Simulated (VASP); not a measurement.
# H2C18O in VASP: single point with LDA

Aim: the single point of H2C18O with LDA.

All numbers are computed with VASP 6.6.1; they aren't measurements. Logs are shortened: lines on timing, memory, paths and dates and some standing lists are left out, and cuts for length are marked.

### 1 The cell of the first run

The cell holds a slab with vacuum, 21 atoms: a = 7.398 Å, b = 7.398 Å, c = 13.000 Å, α = 90.00°, β = 90.00°, γ = 120.00°.

### 2 Single point, LDA

File INCAR:

```
SYSTEM = H2C18O
PREC = Accurate
ENCUT = 1000
EDIFF = 1E-6
ISMEAR = 0
SIGMA = 0.05
LREAL = Auto
LASPH = .True.
NELM = 120
ALGO = Normal
ISIF = 2
LWAVE = .False.
LCHARG = .True.
GGA = CA
LELF = .True.
LVHAR = .True.
NBANDS = 56
GGA_COMPAT = .False.
NELMDL = -8
```

File KPOINTS:

```
regular mesh
0
Gamma
  2 2 1
  0 0 0
```

File POSCAR:

```
H2C18O
1.0
    7.3980000000      0.0000000000      0.0000000000
   -3.6990000000      6.4068560000      0.0000000000
    0.0000000000      0.0000000000     13.0000000000
C O H
18 1 2
Direct
    0.0070115002      0.0136177557      0.0627680000
    0.2271158110      0.1235668478      0.0627470769
    0.0046014302      0.3460917492      0.0630581538
    0.2295460963      0.4586639687      0.0628197692
    0.0063036781      0.6819263614      0.0627764615
    0.2279974220      0.7927504536      0.0627080000
    0.3381148330      0.0128428046      0.0626588462
    0.5628915781      0.1252005664      0.0626078462
    0.3396756483      0.3484205045      0.0624469231
    0.5615263616      0.4594660782      0.0619246154
    0.3405821270      0.6805924778      0.0622865385
    0.5606948106      0.7905626410      0.0617759231
    0.6729448322      0.0151710917      0.0624156154
    0.8946098901      0.1259856629      0.0628066154
    0.6737443212      0.3469041602      0.0625486923
    0.8938988831      0.4570878446      0.0628645385
    0.6715284692      0.6796935970      0.0617159231
    0.8962072894      0.7919717565      0.0624636154
    0.4854234386      0.5921664230      0.2877957692
    0.3865901250      0.5295441321      0.2312748462
    0.5724071770      0.5284666926      0.2832286923
```

Potentials or basis: VASP PAW LDA potentials, release 64 (C_h, O_h, H_h).

Command:

```console
$ cat potpaw_LDA.64/C_h/POTCAR potpaw_LDA.64/O_h/POTCAR potpaw_LDA.64/H_h/POTCAR > POTCAR
$ mpirun -np 1 vasp_std > vasp.out
```

OUTCAR:

```text
SYSTEM = H2C18O
   PREC = Accurate
   ENCUT = 1000
   EDIFF = 1E-6
   ISMEAR = 0
   LREAL = Auto
   LASPH = .True.
   NELM = 120
   ISIF = 2
   GGA = CA
   NELMDL = -8

 ion  position               nearest neighbor table
   1  0.007  0.014  0.063-   2 1.41  18 1.42  14 1.44
   2  0.227  0.124  0.063-   1 1.41   7 1.42   9 1.44
   3  0.005  0.346  0.063-  14 1.41  16 1.42   4 1.44
   4  0.230  0.459  0.063-   9 1.41  11 1.42   3 1.44
   5  0.006  0.682  0.063-  18 1.41   6 1.42  16 1.44
   6  0.228  0.793  0.063-   7 1.41   5 1.42  11 1.44
[... 10 lines left out ...]
  17  0.672  0.680  0.062-  10 1.41  12 1.42  18 1.44
  18  0.896  0.792  0.062-   5 1.41   1 1.42  17 1.44
  19  0.485  0.592  0.288-  21 0.97  20 0.97
  20  0.387  0.530  0.231-  19 0.97
  21  0.572  0.528  0.283-  19 0.97

  LATTYP: Found a hexagonal cell.
 ALAT       =     7.3980000000
 C/A-ratio  =     1.7572316842

  Lattice vectors:

 A1 = (   7.3980000000,   0.0000000000,   0.0000000000)
 A2 = (  -3.6990000000,   6.4068560000,   0.0000000000)
 A3 = (   0.0000000000,   0.0000000000,  13.0000000000)

Analysis of symmetry for initial positions (statically):
=====================================================================
 Subroutine PRICEL returns:
 Original cell was already a primitive cell.

 Routine SETGRP: Setting up the symmetry group for a
 hexagonal supercell.

 Subroutine GETGRP returns: Found  1 space group operations
 (whereof  1 operations were pure point group operations)
 out of a pool of 24 trial point group operations.

The static configuration has the point symmetry C_1 .

Analysis of symmetry for dynamics (positions and initial velocities):
=====================================================================
 Subroutine PRICEL returns:
 Original cell was already a primitive cell.

 Routine SETGRP: Setting up the symmetry group for a
 hexagonal supercell.

 Subroutine GETGRP returns: Found  1 space group operations
 (whereof  1 operations were pure point group operations)
 out of a pool of 24 trial point group operations.

The dynamic configuration has the point symmetry C_1 .

 Subroutine INISYM returns: Found  1 space group operations
 (whereof  1 operations are pure point group operations),
 and found     1 'primitive' translations

----------------------------------------------------------------------------------------

                                     Primitive cell

  volume of cell :     616.1730

  direct lattice vectors                    reciprocal lattice vectors
     7.398000000  0.000000000  0.000000000     0.135171668  0.078041398  0.000000000
    -3.699000000  6.406856000  0.000000000     0.000000000  0.156082796  0.000000000
     0.000000000  0.000000000 13.000000000     0.000000000  0.000000000  0.076923077

  length of vectors
     7.398000000  7.398000054 13.000000000     0.156082797  0.156082796  0.076923077

  position of ions in fractional coordinates (direct lattice)
     0.007011500  0.013617756  0.062768000
     0.227115811  0.123566848  0.062747077
     0.004601430  0.346091749  0.063058154
     0.229546096  0.458663969  0.062819769
     0.006303678  0.681926361  0.062776462
     0.227997422  0.792750454  0.062708000
[... 13 lines left out ...]
     0.386590125  0.529544132  0.231274846
     0.572407177  0.528466693  0.283228692

  ion indices of the primitive-cell ions
   primitive index   ion index
                 1           1
                 2           2
                 3           3
                 4           4
                 5           5
                 6           6
[... 13 lines left out ...]
                20          20
                21          21

----------------------------------------------------------------------------------------

 KPOINTS: regular mesh

Automatic generation of k-mesh.
 Grid dimensions read from file:
 generate k-points for:    2    2    1

 Generating k-lattice:

  Cartesian coordinates                     Fractional coordinates (reciprocal lattice)
     0.067585834  0.039020699  0.000000000     0.500000000 -0.000000000  0.000000000
     0.000000000  0.078041398  0.000000000     0.000000000  0.500000000  0.000000000
     0.000000000  0.000000000  0.076923077     0.000000000  0.000000000  1.000000000

  Length of vectors
     0.078041399  0.078041398  0.076923077

  Shift w.r.t. Gamma in fractional coordinates (k-lattice)
     0.000000000  0.000000000  0.000000000

 Subroutine IBZKPT returns following result:
 ===========================================

 Found      4 irreducible k-points:

 Following reciprocal coordinates:
            Coordinates               Weight
  0.000000  0.000000  0.000000      1.000000
  0.500000  0.000000  0.000000      1.000000
  0.000000  0.500000  0.000000      1.000000
  0.500000  0.500000  0.000000      1.000000
   k-points           NKPTS =      4   k-points in BZ     NKDIM =      4   number of bands    NBANDS=     56
   number of dos      NEDOS =    301   number of ions     NIONS =     21
   total plane-waves  NPLWV = 896000
   dimension x,y,z NGX =    80 NGY =   80 NGZ =  140
   dimension x,y,z NGXF=   160 NGYF=  160 NGZF=  280
   ions per type =              18   1   2
   NGX,Y,Z   is equivalent  to a cutoff of  17.98, 17.98, 17.90 a.u.
   NGXF,Y,Z  is equivalent  to a cutoff of  35.95, 35.95, 35.81 a.u.
 SYSTEM =  H2C18O
   PREC   = accura    normal or accurate (medium, high low for compatibility)
   ISTART =      0    job   : 0-new  1-cont  2-samecut
   ICHARG =      2    charge: 1-file 2-atom 10-const
   ISPIN  =      1    spin polarized calculation?
   LNONCOLLINEAR =      F non collinear calculations
   LSORBIT =      F    spin-orbit coupling
   LASPH  =      T    aspherical Exc in radial PAW
   ENCUT  = 1000.0 eV  73.50 Ry    8.57 a.u.  19.08 19.08 33.52*2*pi/ulx,y,z
   NELM   =    120;   NELMIN=  2; NELMDL= -8     # of ELM steps
   EDIFF  = 0.1E-05   stopping-criterion for ELM
   LREAL  =      T    real-space projection
   EDIFFG = 0.1E-04   stopping-criterion for IOM
   NSW    =      0    number of steps for IOM
[... 5 lines left out ...]
   TEBEG  =    0.0;   TEEND  =   0.0 temperature during run
   PSTRESS=    0.0 pullay stress
   NELECT =      80.0000    total number of electrons
   NUPDOWN=      -1.0000    fix difference up-down
   EMIN   =  10.00;   EMAX   =-10.00  energy-range for DOS
   EFERMI =   0.00;   METHOD = LEGACY
   ISMEAR =     0;   SIGMA  =   0.05  broadening in eV -4-tet -1-fermi 0-gaus
   EFERMI_NEDOS =   21; number of points for ismear=-14 and -15
   IALGO  =     38    algorithm
   IMIX   =      4    mixing-type and parameters
     AMIX     =   0.40;   BMIX     =  1.00
     AMIX_MAG =   1.60;   BMIX_MAG =  1.00
  volume/ion in A,a.u.               =      29.34       198.01
  Fermi-wavevector in a.u.,A,eV,Ry     =   0.828967  1.566521  9.349739  0.687186
  Thomas-Fermi vector in A             =   1.941434
   LORBIT       =      0    0 simple, 1 ext, 2 COOP (PROOUT), +10 PAW based schemes
   GGA     = CA    functional components
   LHFCALC =     F    Hartree Fock is set to
   AEXX    =    0.0000 exact exchange contribution
   IVDW    =     0    specifies the selected vdW correction
   LEPSILON=     F    determine dielectric tensor
   LRPA    =     F    only Hartree local field effects (RPA)
 non-spin polarized calculation
 Gauss-broadening in eV      SIGMA  =   0.05
  energy-cutoff  :     1000.00
  volume of cell :      616.17
 maximum number of plane-waves:     44250
 NGX is ok and might be reduce to    80
   NGX = 39   NGY = 39   NGZ = 67

 number of electron      80.0000001 magnetization

 Free energy of the ion-electron system (eV)
  ---------------------------------------------------
  ext. energy  EPLUGINS =         0.00000000
  ---------------------------------------------------
  free energy    TOTEN  =      -196.28367803 eV

  energy without entropy =     -196.28343435  energy(sigma->0) =     -196.28355619

 E-fermi :  -2.1336     XC(G=0):  -3.8316

 val. band max:       -2.2378762112   @ k =   0.0000   0.0000   0.0000
 cond. band min:      -2.0273066346   @ k =   0.0000   0.0000   0.0000
 fundamental gap:      0.2105695765
 Fermi energy:        -2.1335668568

 k-point     1 :       0.0000    0.0000    0.0000
  band No.  band energies     occupation
      1     -22.2386      2.00000
      2     -21.4203      2.00000
      3     -18.9588      2.00000
      4     -18.9281      2.00000
      5     -18.8481      2.00000
      6     -18.8343      2.00000
[... 44 lines left out ...]
     51       3.3582      0.00000
     52       4.1984      0.00000

 k-point     2 :       0.5000    0.0000    0.0000
  band No.  band energies     occupation
      1     -22.2366      2.00000
      2     -20.7848      2.00000
      3     -20.7651      2.00000
      4     -19.5386      2.00000
      5     -19.4459      2.00000
      6     -17.0647      2.00000
[... 44 lines left out ...]
     51       4.0487      0.00000
     52       4.1497      0.00000

 k-point     3 :       0.0000    0.5000    0.0000
  band No.  band energies     occupation
      1     -22.2367      2.00000
      2     -20.7888      2.00000
      3     -20.7607      2.00000
      4     -19.5382      2.00000
      5     -19.4471      2.00000
      6     -17.0624      2.00000
[... 44 lines left out ...]
     51       3.9958      0.00000
     52       4.1497      0.00000

 k-point     4 :       0.5000    0.5000    0.0000
  band No.  band energies     occupation
      1     -22.2366      2.00000
      2     -20.7792      2.00000
      3     -20.7708      2.00000
      4     -19.5367      2.00000
      5     -19.4478      2.00000
      6     -17.0597      2.00000
[... 44 lines left out ...]
     51       3.9942      0.00000
     52       4.1460      0.00000
 [bands above 52 left out]

------------------------ aborting loop because EDIFF is reached ----------------------------------------

  FORCE on cell =-STRESS in cart. coord.  units (eV):
  Direction    XX          YY          ZZ          XY          YZ          ZX
  --------------------------------------------------------------------------------------
  -------------------------------------------------------------------------------------
  Total       -9.2156011     -9.2536448      0.1526803     -0.0243265     -0.0198137     -0.0222261
  in kB      -23.9624714    -24.0613930      0.3970005     -0.0632539     -0.0515196     -0.0577924
  external PRESSURE =     -15.8756213 kB  Pullay stress =       0.0000000 kB

 VOLUME and BASIS-vectors are now :
 -----------------------------------------------------------------------------
  energy-cutoff  :     1000.00
  volume of cell :      616.17
      direct lattice vectors                 reciprocal lattice vectors
     7.398000000  0.000000000  0.000000000     0.135171668  0.078041398  0.000000000
    -3.699000000  6.406856000  0.000000000     0.000000000  0.156082796  0.000000000
     0.000000000  0.000000000 13.000000000     0.000000000  0.000000000  0.076923077

 POSITION                                       TOTAL-FORCE (eV/Angst)
 -----------------------------------------------------------------------------------
      0.00150      0.08725      0.81598        -0.001378      0.001218     -0.007436
      1.22313      0.79168      0.81571         0.002028      0.002664     -0.004166
     -1.24615      2.21736      0.81976         0.002124      0.002285     -0.007632
      0.00158      2.93859      0.81666        -0.001740      0.000273     -0.005750
     -2.47581      4.36900      0.81609         0.002022     -0.001437     -0.007684
     -1.24566      5.07904      0.81520         0.002713     -0.000933     -0.004161
[... 13 lines left out ...]
      0.90121      3.39271      3.00657        -0.043165     -0.025515     -0.022744
      2.27987      3.38581      3.68197         0.058554     -0.021898      0.032297
 -----------------------------------------------------------------------------------
    total drift:                               -0.000323     -0.000224      0.000011

  FREE ENERGIE OF THE ION-ELECTRON SYSTEM (eV)
  ---------------------------------------------------
  free  energy   TOTEN  =      -196.2836780266 eV

  energy  without entropy=     -196.2834343471  energy(sigma->0) =     -196.28355619
```

Wall time 14 min (1 thread of Intel Xeon Platinum 8375C at 2.90GHz (Ice Lake), shared host); peak memory 1.2 GiB.

What came out:

```
Free energy            : -196.2837 eV
Largest force          : 0.091 eV/Å
Band gap on the k mesh : 0.21 eV
```

Forces on the atoms (eV/Å):
```
C   -0.001  0.001 -0.007
C    0.002  0.003 -0.004
C    0.002  0.002 -0.008
C   -0.002  0.000 -0.006
C    0.002 -0.001 -0.008
C    0.003 -0.001 -0.004
C    0.003  0.003 -0.003
C   -0.001  0.001 -0.002
C    0.002 -0.001 -0.003
C    0.003 -0.001 -0.002
C   -0.001  0.001 -0.003
C    0.002  0.003 -0.003
C    0.002 -0.001 -0.004
C    0.002 -0.001 -0.007
C   -0.001  0.001 -0.004
C    0.002  0.002 -0.007
C    0.002  0.003 -0.006
C   -0.001  0.000 -0.008
O   -0.032  0.034  0.078
H   -0.043 -0.026 -0.023
H    0.059 -0.022  0.032
```

Caveat: the k points lie up to 0.49 Å⁻¹ apart; there is no dipole correction, which matters where the two faces differ.
